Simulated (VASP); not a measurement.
# HRh6 in VASP: further runs

Runs on HRh6. Level: PBE. Tasks: single point.

Everything below comes from runs of VASP 6.6.1. Logs are shortened: lines on timing, memory, paths and dates and some standing lists are left out, and cuts for length are marked.

## (1) The cell of the first run

The cell holds a slab with vacuum, 14 atoms: a = 5.416 Å, b = 5.416 Å, c = 21.674 Å, α = 90.00°, β = 90.00°, γ = 90.00°.

## (2) Single point, PBE

INCAR reads:

```
SYSTEM = HRh6
ALGO = Normal
DIPOL = 0.5 0.5 0.293
EDIFF = 1E-7
ENCUT = 520
GGA = PE
IDIPOL = 3
ISIF = 2
ISMEAR = 0
LASPH = .TRUE.
LCHARG = .TRUE.
LDIPOL = .TRUE.
LELF = .TRUE.
LREAL = .FALSE.
LVACPOTAV = .TRUE.
LVHAR = .TRUE.
LWAVE = .FALSE.
NBANDS = 104
NELM = 60
PREC = Accurate
SIGMA = 0.1
```

KPOINTS reads:

```
k-points
0
G
  5 5 1
  0 0 0
```

POSCAR reads:

```
HRh6
1.0
    5.4163401145      0.0000000000      0.0000000000
    0.0000000000      5.4163401145      0.0000000000
    0.0000000000      0.0000000000     21.6737367085
Rh H
12 2
Direct
    0.2500000000      0.2500000000      0.1845551625
    0.2500000000      0.7500000000      0.1845551625
    0.7500000000      0.2500000000      0.1845551625
    0.7500000000      0.7500000000      0.1845551625
    0.0000000000      0.0000000000      0.2693761947
    0.0000000000      0.5000000000      0.2693761947
    0.5000000000      0.0000000000      0.2693761947
    0.5000000000      0.5000000000      0.2693761947
    0.2500000000      0.2500000000      0.3540569313
    0.2500000000      0.7500000000      0.3540569313
    0.7500000000      0.2500000000      0.3540569313
    0.7500000000      0.7500000000      0.3540569313
    0.3619916800      0.5000000000      0.4338770391
    0.6380083200      0.5000000000      0.4338770391
```

Potentials or basis: VASP PAW PBE potentials, release 64 (Rh_pv, H).

Command:

```console
$ cat potpaw_PBE.64/Rh_pv/POTCAR potpaw_PBE.64/H/POTCAR > POTCAR
$ mpirun -np 1 vasp_std > vasp.out
```

OUTCAR:

```text
SYSTEM = HRh6
   EDIFF = 1E-7
   ENCUT = 520
   GGA = PE
   ISIF = 2
   ISMEAR = 0
   LASPH = .TRUE.
   LREAL = .FALSE.
   NELM = 60
   PREC = Accurate

 ion  position               nearest neighbor table
   1  0.250  0.250  0.185-   5 2.65   6 2.65   7 2.65   8 2.65   2 2.71   3 2.71   2 2.71   3 2.71

   2  0.250  0.750  0.185-   5 2.65   6 2.65   7 2.65   8 2.65   1 2.71   4 2.71   1 2.71   4 2.71

   3  0.750  0.250  0.185-   5 2.65   6 2.65   7 2.65   8 2.65   1 2.71   4 2.71   4 2.71   1 2.71
[... 15 lines left out ...]
  11  0.750  0.250  0.354-   5 2.65   6 2.65   7 2.65   8 2.65   9 2.71  12 2.71  12 2.71   9 2.71

  12  0.750  0.750  0.354-   5 2.65   6 2.65   7 2.65   8 2.65  10 2.71  11 2.71  11 2.71  10 2.71

  13  0.362  0.500  0.434-
  14  0.638  0.500  0.434-

  LATTYP: Found a simple tetragonal cell.
 ALAT       =     5.4163401145
 C/A-ratio  =     4.0015464779

  Lattice vectors:

 A1 = (   5.4163401145,   0.0000000000,   0.0000000000)
 A2 = (   0.0000000000,   5.4163401145,   0.0000000000)
 A3 = (   0.0000000000,   0.0000000000,  21.6737367085)

Analysis of symmetry for initial positions (statically):
=====================================================================
 Subroutine PRICEL returns:
 Original cell was already a primitive cell.

 Routine SETGRP: Setting up the symmetry group for a
 simple tetragonal supercell.

 Subroutine GETGRP returns: Found  4 space group operations
 (whereof  4 operations were pure point group operations)
 out of a pool of 16 trial point group operations.

The static configuration has the point symmetry C_2v.

Analysis of symmetry for dynamics (positions and initial velocities):
=====================================================================
 Subroutine PRICEL returns:
 Original cell was already a primitive cell.

 Routine SETGRP: Setting up the symmetry group for a
 simple tetragonal supercell.

 Subroutine GETGRP returns: Found  4 space group operations
 (whereof  4 operations were pure point group operations)
 out of a pool of 16 trial point group operations.

The dynamic configuration has the point symmetry C_2v.

 Subroutine INISYM returns: Found  4 space group operations
 (whereof  4 operations are pure point group operations),
 and found     1 'primitive' translations

[... 118 lines left out ...]
   EFERMI_NEDOS =   21; number of points for ismear=-14 and -15
   IALGO  =     38    algorithm
   IMIX   =      4    mixing-type and parameters
     AMIX     =   0.40;   BMIX     =  1.00
     AMIX_MAG =   1.60;   BMIX_MAG =  1.00
  volume/ion in A,a.u.               =      45.42       306.49
  Fermi-wavevector in a.u.,A,eV,Ry     =   1.078906  2.038836 15.837686  1.164037
  Thomas-Fermi vector in A             =   2.214857
   LORBIT       =      0    0 simple, 1 ext, 2 COOP (PROOUT), +10 PAW based schemes
   GGA     = PE    functional components
   LHFCALC =     F    Hartree Fock is set to
   AEXX    =    0.0000 exact exchange contribution
   IVDW    =     0    specifies the selected vdW correction
   LEPSILON=     F    determine dielectric tensor
   LRPA    =     F    only Hartree local field effects (RPA)
 non-spin polarized calculation
 Gauss-broadening in eV      SIGMA  =   0.10
  energy-cutoff  :      520.00
  volume of cell :      635.84
 maximum number of plane-waves:     17146
   NGX = 21   NGY = 21   NGZ = 81

 dipolmoment           0.000000      0.000000     -0.155089 electrons x Angstroem

 number of electron     182.0000090 magnetization

 dipolmoment           0.000000      0.000000      0.059519 electrons x Angstroem

 Free energy of the ion-electron system (eV)
  ---------------------------------------------------
  ext. energy  EPLUGINS =         0.00000000
  ---------------------------------------------------
  free energy    TOTEN  =       -84.51587240 eV

  energy without entropy =      -84.42704094  energy(sigma->0) =      -84.47145667

 E-fermi :  -0.6305     XC(G=0):  -4.6904

 val. band max:       -0.6366944354   @ k =  -0.2000   0.4000   0.0000
 cond. band min:      -0.6153054152   @ k =   0.4000   0.2000   0.0000
 fundamental gap:      0.0213890203
 Fermi energy:        -0.6304861072

 k-point     1 :       0.0000    0.0000    0.0000
  band No.  band energies     occupation
      1     -47.6717      2.00000
      2     -47.6599      2.00000
      3     -47.6113      2.00000
      4     -47.5990      2.00000
      5     -47.4970      2.00000
      6     -47.4678      2.00000
[... 943 lines left out ...]
    102       0.5410      0.00000
    103       0.8791      0.00000
 [bands above 103 left out]

------------------------ aborting loop because EDIFF is reached ----------------------------------------

  FORCE on cell =-STRESS in cart. coord.  units (eV):
  Direction    XX          YY          ZZ          XY          YZ          ZX
  --------------------------------------------------------------------------------------
  -------------------------------------------------------------------------------------
  Total       -8.3102884     -9.2245900     -4.7302624      0.0000000      0.0000000      0.0000000
  in kB      -20.9402099    -23.2440611    -11.9192839      0.0000000      0.0000000      0.0000000
  external PRESSURE =     -18.7011849 kB  Pullay stress =       0.0000000 kB

 VOLUME and BASIS-vectors are now :
 -----------------------------------------------------------------------------
  energy-cutoff  :      520.00
  volume of cell :      635.84
      direct lattice vectors                 reciprocal lattice vectors
     5.416340114  0.000000000  0.000000000     0.184626515  0.000000000  0.000000000
     0.000000000  5.416340114  0.000000000     0.000000000  0.184626515  0.000000000
     0.000000000  0.000000000 21.673736709     0.000000000  0.000000000  0.046138791

 POSITION                                       TOTAL-FORCE (eV/Angst)
 -----------------------------------------------------------------------------------
      1.35409      1.35409      4.00000        -0.003667      0.032636     -0.011433
      1.35409      4.06226      4.00000        -0.003667     -0.032636     -0.011433
      4.06226      1.35409      4.00000         0.003667      0.032636     -0.011433
      4.06226      4.06226      4.00000         0.003667     -0.032636     -0.011433
      0.00000      0.00000      5.83839         0.000000     -0.000000      0.433835
      0.00000      2.70817      5.83839         0.000000     -0.000000     -0.276202
      2.70817      0.00000      5.83839         0.000000     -0.000000     -0.024168
      2.70817      2.70817      5.83839         0.000000     -0.000000     -0.223899
      1.35409      1.35409      7.67374         0.201627      0.390744      0.749376
      1.35409      4.06226      7.67374         0.201627     -0.390744      0.749376
      4.06226      1.35409      7.67374        -0.201627      0.390744      0.749376
      4.06226      4.06226      7.67374        -0.201627     -0.390744      0.749376
      1.96067      2.70817      9.40374         0.299124     -0.000000     -1.430670
      3.45567      2.70817      9.40374        -0.299124      0.000000     -1.430670
 -----------------------------------------------------------------------------------
    total drift:                                0.000000      0.000000      0.001577

  FREE ENERGIE OF THE ION-ELECTRON SYSTEM (eV)
  ---------------------------------------------------
  free  energy   TOTEN  =       -84.5158723996 eV

  energy  without entropy=      -84.4270409427  energy(sigma->0) =      -84.47145667

 vacuum level on the upper side and lower side of the slab         4.653         4.286
```

OSZICAR:

```text
N       E                     dE             d eps       ncg     rms          rms(c)
DAV:   1     0.168576588856E+04    0.16858E+04   -0.11345E+05  2496   0.159E+03
DAV:   2    -0.247149916619E+02   -0.17105E+04   -0.16690E+04  2024   0.449E+02
DAV:   3    -0.871007906698E+02   -0.62386E+02   -0.57127E+02  2272   0.803E+01
[... 24 lines left out ...]
DAV:  28    -0.845158708753E+02   -0.29404E-05   -0.81935E-08  1352   0.707E-04    0.461E-04
DAV:  29    -0.845158718109E+02   -0.93558E-06   -0.10823E-08  1176   0.307E-04    0.279E-04
DAV:  30    -0.845158721871E+02   -0.37621E-06   -0.88767E-09  1128   0.167E-04    0.191E-04
DAV:  31    -0.845158723334E+02   -0.14625E-06    0.16149E-10  1112   0.150E-04    0.569E-05
DAV:  32    -0.845158723996E+02   -0.66178E-07    0.23718E-09  1048   0.783E-05
   1 F= -.84515872E+02 E0= -.84471457E+02  d E =-.888315E-01
```

stdout:

```text
POSCAR found type information on POSCAR RhH
 POSCAR found :  2 types and      14 ions
 scaLAPACK will be used
 LDA part: xc-table for (Slater+PW92), standard interpolation
 POSCAR, INCAR and KPOINTS ok, starting setup
 FFT: planning ... GRIDC
 FFT: planning ... GRID_SOFT
 FFT: planning ... GRID
 WAVECAR not read
 entering main loop
 -----------------------------------------------------------------------------
|                                                                             |
|           W    W    AA    RRRRR   N    N  II  N    N   GGGG   !!!           |
|           W    W   A  A   R    R  NN   N  II  NN   N  G    G  !!!           |
|           W    W  A    A  R    R  N N  N  II  N N  N  G       !!!           |
|           W WW W  AAAAAA  RRRRR   N  N N  II  N  N N  G  GGG   !            |
|           WW  WW  A    A  R   R   N   NN  II  N   NN  G    G                |
|           W    W  A    A  R    R  N    N  II  N    N   GGGG   !!!           |
|                                                                             |
|     Did not find any points to average over, which means that no vacuum     |
|     field-free region was found. Please increase the size of  your cell     |
|     in the dimension of the dipole correction to obtain accurate            |
|     workfunction values.                                                    |
|                                                                             |
 -----------------------------------------------------------------------------
```

Wall time 26 min (1 thread of Intel Xeon Platinum 8259CL at 2.50GHz (Skylake/Cascade Lake), shared host); peak memory 0.78 GiB.

What came out:

```
Free energy            : -84.5159 eV
Largest force          : 1.462 eV/Å
Band gap on the k mesh : zero (band 91 reaches -0.28 eV, above the bottom of band 92 at -1.00 eV)
```

Forces in eV/Å, atoms in the order of the input:
```
Rh  -0.004  0.033 -0.011
Rh  -0.004 -0.033 -0.011
Rh   0.004  0.033 -0.011
Rh   0.004 -0.033 -0.011
Rh   0.000  0.000  0.434
Rh   0.000  0.000 -0.276
Rh   0.000  0.000 -0.024
Rh   0.000  0.000 -0.224
Rh   0.202  0.391  0.749
Rh   0.202 -0.391  0.749
Rh  -0.202  0.391  0.749
Rh  -0.202 -0.391  0.749
H    0.299  0.000 -1.431
H   -0.299  0.000 -1.431
```

(Continued in part 2 of 2.)
